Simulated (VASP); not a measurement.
# W in VASP: settings compared, part 2 of 2

VASP 6.6.1. Earlier steps stand in the parts before.

**3. Single point, PBE**

Input file INCAR:

```
SYSTEM = W
PREC = Accurate
ENCUT = 520
EDIFF = 1E-7
ISMEAR = -1
SIGMA = 0.05
LREAL = .FALSE.
LASPH = .TRUE.
NELM = 60
ALGO = Normal
ISIF = 2
LWAVE = .FALSE.
LCHARG = .FALSE.
GGA = PE
NBANDS = 13
```

Input file KPOINTS:

```
regular mesh
0
G
  7 7 7
  0 0 0
```

Input file POSCAR:

```
W
1.0
   -1.5823450000      1.5823450000      1.5823450000
    1.5823450000     -1.5823450000      1.5823450000
    1.5823450000      1.5823450000     -1.5823450000
W
1
Direct
    0.0000000000      0.0000000000      0.0000000000
```

Potentials or basis: VASP PAW PBE potentials, release 64 (W_sv).

On the command line:

```bash
> cat potpaw_PBE.64/W_sv/POTCAR > POTCAR
> mpirun -np 1 vasp_std > vasp.out
```

OUTCAR:

```text
SYSTEM = W
   PREC = Accurate
   ENCUT = 520
   EDIFF = 1E-7
   ISMEAR = -1
   LREAL = .FALSE.
   LASPH = .TRUE.
   NELM = 60
   ISIF = 2
   GGA = PE

 ion  position               nearest neighbor table
   1  0.000  0.000  0.000-

  LATTYP: Found a body centered cubic cell.
 ALAT       =     3.1646900000

  Lattice vectors:

 A1 = (  -1.5823450000,   1.5823450000,   1.5823450000)
 A2 = (   1.5823450000,  -1.5823450000,   1.5823450000)
 A3 = (   1.5823450000,   1.5823450000,  -1.5823450000)

Analysis of symmetry for initial positions (statically):
=====================================================================
 Subroutine PRICEL returns:
 Original cell was already a primitive cell.

 Routine SETGRP: Setting up the symmetry group for a
 body centered cubic supercell.

 Subroutine GETGRP returns: Found 48 space group operations
 (whereof 48 operations were pure point group operations)
 out of a pool of 48 trial point group operations.

The static configuration has the point symmetry O_h .

Analysis of symmetry for dynamics (positions and initial velocities):
=====================================================================
 Subroutine PRICEL returns:
 Original cell was already a primitive cell.

 Routine SETGRP: Setting up the symmetry group for a
 body centered cubic supercell.

 Subroutine GETGRP returns: Found 48 space group operations
 (whereof 48 operations were pure point group operations)
 out of a pool of 48 trial point group operations.

The dynamic configuration has the point symmetry O_h .

 Subroutine INISYM returns: Found 48 space group operations
 (whereof 48 operations are pure point group operations),
 and found     1 'primitive' translations

----------------------------------------------------------------------------------------

[... 104 lines left out ...]
     AMIX     =   0.40;   BMIX     =  1.00
     AMIX_MAG =   1.60;   BMIX_MAG =  1.00
  volume/ion in A,a.u.               =      15.85       106.94
  Fermi-wavevector in a.u.,A,eV,Ry     =   1.570832  2.968442 33.572544  2.467512
  Thomas-Fermi vector in A             =   2.672506
   LORBIT       =      0    0 simple, 1 ext, 2 COOP (PROOUT), +10 PAW based schemes
   GGA     = PE    functional components
[... 5 lines left out ...]
 non-spin polarized calculation
  energy-cutoff  :      520.00
  volume of cell :       15.85
 maximum number of plane-waves:       438
   NGX = 11   NGY = 11   NGZ = 11

 number of electron      14.0000004 magnetization

 Free energy of the ion-electron system (eV)
  ---------------------------------------------------
  ext. energy  EPLUGINS =         0.00000000
  ---------------------------------------------------
  free energy    TOTEN  =       -12.88310439 eV

  energy without entropy =      -12.87350196  energy(sigma->0) =      -12.87830318

 E-fermi :  11.5038     XC(G=0): -13.6432

 val. band max:       11.4373988773   @ k =  -0.4286  -0.4286   0.2857
 cond. band min:      11.6018409982   @ k =  -0.2857   0.2857   0.1429
 fundamental gap:      0.1644421209
 Fermi energy:        11.5038222969

 k-point     1 :       0.0000    0.0000    0.0000
  band No.  band energies     occupation
      1     -62.7370      2.00000
      2     -26.2991      2.00000
      3     -26.2991      2.00000
      4     -26.2991      2.00000
      5       1.8088      2.00000
      6      10.2153      2.00000
      7      10.2153      2.00000
      8      10.2153      2.00000
      9      13.7091      0.00000
     10      13.7091      0.00000
     11      25.9659      0.00000
     12      25.9659      0.00000
     13      25.9659      0.00000
[... 290 lines left out ...]
  band No.  band energies     occupation
      1     -62.5128      2.00000
      2     -27.2014      2.00000
      3     -27.1558      2.00000
      4     -27.1558      2.00000
      5       5.8683      2.00000
      6       5.9922      2.00000
      7      14.9652      0.00000
      8      14.9652      0.00000
      9      16.1315      0.00000
     10      18.2533      0.00000
     11      21.8894      0.00000
     12      21.8894      0.00000
     13      29.0616      0.00000

------------------------ aborting loop because EDIFF is reached ----------------------------------------

  FORCE on cell =-STRESS in cart. coord.  units (eV):
  Direction    XX          YY          ZZ          XY          YZ          ZX
  --------------------------------------------------------------------------------------
  -------------------------------------------------------------------------------------
  Total        0.7222733      0.7222733      0.7222733     -0.0000000      0.0000000     -0.0000000
  in kB       73.0211415     73.0211415     73.0211415     -0.0000000      0.0000000     -0.0000000
  external PRESSURE =      73.0211415 kB  Pullay stress =       0.0000000 kB

 VOLUME and BASIS-vectors are now :
 -----------------------------------------------------------------------------
  energy-cutoff  :      520.00
  volume of cell :       15.85
      direct lattice vectors                 reciprocal lattice vectors
    -1.582345000  1.582345000  1.582345000     0.000000000  0.315986716  0.315986716
     1.582345000 -1.582345000  1.582345000     0.315986716  0.000000000  0.315986716
     1.582345000  1.582345000 -1.582345000     0.315986716  0.315986716  0.000000000

 POSITION                                       TOTAL-FORCE (eV/Angst)
 -----------------------------------------------------------------------------------
      0.00000      0.00000      0.00000        -0.000000     -0.000000      0.000000
 -----------------------------------------------------------------------------------
    total drift:                                0.000000     -0.000000      0.000000

  FREE ENERGIE OF THE ION-ELECTRON SYSTEM (eV)
  ---------------------------------------------------
  free  energy   TOTEN  =       -12.8831043889 eV

  energy  without entropy=      -12.8735019640  energy(sigma->0) =      -12.87830318
```

OSZICAR:

```text
N       E                     dE             d eps       ncg     rms          rms(c)
DAV:   1     0.840040481845E+02    0.84004E+02   -0.75142E+03   520   0.124E+03
DAV:   2    -0.116542844629E+02   -0.95658E+02   -0.90905E+02   585   0.312E+02
DAV:   3    -0.134919571255E+02   -0.18377E+01   -0.18288E+01   575   0.413E+01
DAV:   4    -0.134996785162E+02   -0.77214E-02   -0.77213E-02   610   0.302E+00
DAV:   5    -0.134997427420E+02   -0.64226E-04   -0.64226E-04   570   0.259E-01    0.209E+01
DAV:   6    -0.130181186926E+02    0.48162E+00   -0.39704E-01   525   0.848E+00    0.843E+00
DAV:   7    -0.128872211513E+02    0.13090E+00   -0.21914E-01   560   0.598E+00    0.659E-01
DAV:   8    -0.128831280151E+02    0.40931E-02   -0.42664E-03   545   0.852E-01    0.789E-02
DAV:   9    -0.128831100458E+02    0.17969E-04   -0.96837E-05   580   0.122E-01    0.427E-02
DAV:  10    -0.128831037609E+02    0.62848E-05   -0.11417E-05   535   0.470E-02    0.836E-03
DAV:  11    -0.128831046087E+02   -0.84781E-06   -0.24003E-07   507   0.580E-03    0.578E-04
DAV:  12    -0.128831044129E+02    0.19581E-06   -0.71523E-09   325   0.104E-03    0.800E-05
DAV:  13    -0.128831043889E+02    0.24026E-07   -0.70233E-10   275   0.352E-04
   1 F= -.12883104E+02 E0= -.12878303E+02  d E =-.960242E-02
```

It took 3.6 s on 1 thread of Intel Xeon 6975P-C, shared host; peak memory 0.12 GiB.

What came out:

```yaml
Free_energy: -12.8831 eV
Pressure: 7.3 GPa
Band_gap_on_the_k_mesh: zero (band 7 reaches 14.97 eV, above the bottom of band 8 at 10.22 eV)
```

Levels at points of the mesh, in eV from the Fermi level:
```csv
k point,band 3,band 4,band 5,band 6,band 7,band 8,band 9,band 10,band 11,band 12
"(0.00, 0.00, 0.00)",-37.80,-37.80,-9.70,-1.29,-1.29,-1.29,2.21,2.21,14.46,14.46
```

Caveat: the k points lie up to 0.40 Å⁻¹ apart; spin-orbit coupling is left out, which moves the levels of the heavy elements.
